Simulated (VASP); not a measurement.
BN:

```xyz
4
Lattice="2.7621 0.0000 0.0000 -1.3810 2.1550 0.0000 0.0000 0.0000 6.4953" Properties=species:S:1:pos:R:3 pbc="T T T"
B     0.0000    1.4367    1.6238
B     1.3810    0.7183    4.8715
N     0.0000    1.4367    4.8715
N     1.3810    0.7183    1.6238
```

This cell differs from its parent crystal: normal strain along x +0.1100, normal strain along z +0.0000.

```yaml
Program: VASP 6.6.1
Task: relaxation of the atoms
Functional: LDA
Potentials_or_basis: VASP PAW LDA potentials, release 64 (B, N)
Cutoff: 520 eV
k_mesh: 12 × 12 × 4
Occupations: gaussian, width 0.05 eV
Spin: no spin polarisation
```

At the start: pressure -29.1 GPa; volume 9.67 Å³/atom.

Q: Where does the relaxation end?

A: Over 20 steps the energy falls by 3.1 meV/atom; space group Cmcm (No. 63, to 0.05 Å).

The path:
| step | energy change (eV) | largest force (eV/Å) | pressure (GPa) |
| --- | --- | --- | --- |
| 1 | 0.0000 | 0.5970 | -29.07 |
| 2 | 0.0376 | 1.1988 | -31.21 |
| 3 | -0.0099 | 0.0143 | -29.91 |
| 4 | -0.0098 | 0.0256 | -29.93 |
| 5 | -0.0099 | 0.0332 | -29.89 |
| 6 | -0.0099 | 0.0320 | -29.89 |
| 7 | -0.0099 | 0.0319 | -29.89 |
| 8 | -0.0100 | 0.0333 | -29.89 |
| 9 | -0.0101 | 0.0346 | -29.88 |
| 10 | -0.0103 | 0.0382 | -29.88 |
| 11 | -0.0107 | 0.0461 | -29.86 |
| 12 | -0.0114 | 0.0620 | -29.84 |
| 13 | -0.0121 | 0.0976 | -29.80 |
| 14 | -0.0122 | 0.0846 | -29.81 |
| 15 | -0.0124 | 0.0491 | -29.86 |
| 16 | -0.0125 | 0.0251 | -29.95 |
| 17 | -0.0125 | 0.0156 | -29.94 |
| 18 | -0.0125 | 0.0175 | -29.94 |
| 19 | -0.0125 | 0.0126 | -29.93 |
| 20 | -0.0125 | 0.0030 | -29.92 |

Final structure:
```
B N
1.0
     2.76207    0.00000    0.00000
    -1.38104    2.15498    0.00000
     0.00000    0.00000    6.49527
B N
2 2
Direct
  0.35017 0.70035 0.25000
  0.64983 0.29965 0.75000
  0.31259 0.62519 0.75000
  0.68741 0.37481 0.25000
```

Caveat: the cell differs from its parent crystal (normal strain along x +0.1100, normal strain along z +0.0000).
